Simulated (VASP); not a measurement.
Wanted: the native input for a VASP 6.6.1 run.

```yaml
Task: single point
Functional: PBE
Potentials_or_basis: VASP PAW PBE potentials, release 64 (Co)
Cutoff: 520 eV
k_mesh: 10 × 10 × 10
Occupations: gaussian, width 0.05 eV
Spin: collinear spin, ferromagnetic start
Starting_moments: "[1.97] μB"
Dipole_correction: no
Further_INCAR_settings: ALGO = Normal; EDIFF = 1e-07; NBANDS = 14
```

The structure of Co lies in POSCAR:

```
Co
1.0
    0.0000000000      1.7636936630      1.7636936630
    1.7636936630      0.0000000000      1.7636936630
    1.7636936630      1.7636936630      0.0000000000
Co
1
Direct
    0.0000000000      0.0000000000      0.0000000000
```

The input as run:

INCAR

```
PREC = Accurate ; ENCUT = 520
EDIFF = 1E-7 ; ISMEAR = 0
SIGMA = 0.05 ; LREAL = F
LASPH = T ; NELM = 150
ALGO = Normal ; ISIF = 2
LWAVE = F ; LCHARG = F
ISPIN = 2 ; MAGMOM = 1.97
LORBIT = 11 ; LMAXMIX = 4
GGA = PE ; NBANDS = 14
```

KPOINTS

```
regular mesh
0
Gamma
  10 10 10
```

Potentials or basis: VASP PAW PBE potentials, release 64 (Co).

The run is started by

```bash
$ cat potpaw_PBE.64/Co/POTCAR > POTCAR
$ mpirun -np 1 vasp_std > vasp.out
```

Results of the run:

The pressure is -0.8 GPa. The net moment is 1.72 μB per cell and the site moments are Co +1.73 μB. The valence electrons inside the program's atomic spheres are Co 8.25.

Run time: 36 s on 1 thread of Intel Xeon 8259CL (shared host), peak memory 0.11 GiB.
